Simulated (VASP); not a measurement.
Write the native input for VASP 6.6.1 that does the following.

- Task: relaxation of cell and atoms
- Functional: PBEsol
- Potentials or basis: VASP PAW PBE potentials, release 64 (Cd, Te)
- Cutoff: 600 eV
- k mesh: 10 × 10 × 10
- Occupations: gaussian, width 0.02 eV
- Spin: no spin polarisation
- Dipole correction: no
- Further INCAR settings: ALGO = Normal; EDIFF = 1e-06; IBRION = 2; EDIFFG = -0.005; NSW = 100; ISIF = 3

The structure of CdTe lies in POSCAR:

```
CdTe
1.0
    0.0000000000      3.2821135600      3.2821135600
    3.2821135600      0.0000000000      3.2821135600
    3.2821135600      3.2821135600      0.0000000000
Cd Te
1 1
Direct
    0.0000000000      0.0000000000      0.0000000000
    0.7500000000      0.7500000000      0.7500000000
```

The input as run:

INCAR

```
SYSTEM = CdTe
PREC = Accurate
ENCUT = 600
EDIFF = 1E-6
ISMEAR = 0
SIGMA = 0.02
LREAL = .False.
LASPH = .True.
NELM = 80
ALGO = Normal
ISIF = 3
LWAVE = .False.
LCHARG = .False.
GGA = PS
IBRION = 2
NSW = 100
EDIFFG = -0.005
```

KPOINTS

```
regular mesh
0
Gamma
  10 10 10
  0 0 0
```

Potentials or basis: VASP PAW PBE potentials, release 64 (Cd, Te).

Run with:

```bash
$ cat potpaw_PBE.64/Cd/POTCAR potpaw_PBE.64/Te/POTCAR > POTCAR
$ mpirun -np 1 vasp_std > vasp.out
```

It gave:

```
Relaxed volume                         : 34.27 Å³/atom
Relaxed cell                           : a = 4.594 Å, b = 4.594 Å, c = 4.594 Å, α = 60.00°, β = 60.00°, γ = 60.00°
Space group after relaxing (to 0.05 Å) : F-43m (No. 216)
Energy gained by relaxing              : 4.3 meV/atom
Ionic steps                            : 13
Pressure after relaxing                : 0.0 GPa
Band gap on the k mesh                 : 0.64 eV, direct
```

Caveat: the PAW data sets were made with another functional, which shifts forces and pressure a little; spin-orbit coupling is left out, which moves the levels of the heavy elements.

Run time: 3.1 min on 1 thread of AMD EPYC 9R45 96-Core Processor (Zen 5), with other jobs on the host, peak memory 0.24 GiB.
